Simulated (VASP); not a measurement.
## KF: single point with r2SCAN

KF:

```xyz
2
Lattice="0.0000 2.6735 2.6735 2.6735 0.0000 2.6735 2.6735 2.6735 0.0000" Properties=species:S:1:pos:R:3 pbc="T T T"
K     0.0000    0.0000    0.0000
F     2.7985    2.6735    2.6735
```

This cell differs from its parent crystal: all F atoms moved +0.125 Å, as atom 2 along Cartesian [1 0 0].

```
Program                : VASP 6.6.1
Task                   : single point
Functional             : r2SCAN
Potentials or basis    : VASP PAW PBE potentials, release 64 (K_sv, F)
Cutoff                 : 520 eV
k mesh                 : 8 × 8 × 8
Occupations            : gaussian, width 0.05 eV
Spin                   : no spin polarisation
Dipole correction      : no
Further INCAR settings : ALGO = Normal; EDIFF = 1e-06; NBANDS = 15
```

The pressure is -0.3 GPa, the largest force is 0.226 eV/Å and the band gap on the k mesh is 6.82 eV.

Forces on the atoms (eV/Å):
```
K    0.226  0.000  0.000
F   -0.226  0.000  0.000
```

Stress tensor (GPa, compression positive):
```
 0.25  0.00  0.00
 0.00 -0.64  0.00
 0.00  0.00 -0.64
```

Levels at points of the mesh, in eV from the valence-band top:
```csv
k point,band 6,band 7,band 8,band 9,band 10,band 11
"(0.00, 0.00, 0.00)",-0.01,-0.01,0.00,6.82,11.46,11.49
"(0.50, 0.00, 0.00)",-0.75,-0.33,-0.32,9.68,11.20,12.93
"(0.50, 0.50, 0.00)",-0.20,-0.07,-0.04,8.81,11.19,12.42
"(0.00, 0.50, 0.50)",-0.19,-0.05,-0.05,8.77,11.15,12.42
```

Wall time 4.2 min on 1 thread of Intel Xeon 8259CL (shared host), peak memory 0.18 GiB.

Caveat: the cell differs from its parent crystal (all F atoms moved +0.125 Å, as atom 2 along Cartesian [1 0 0]); the PAW data sets were made with another functional, which shifts forces and pressure a little. A k mesh can miss the band edges.
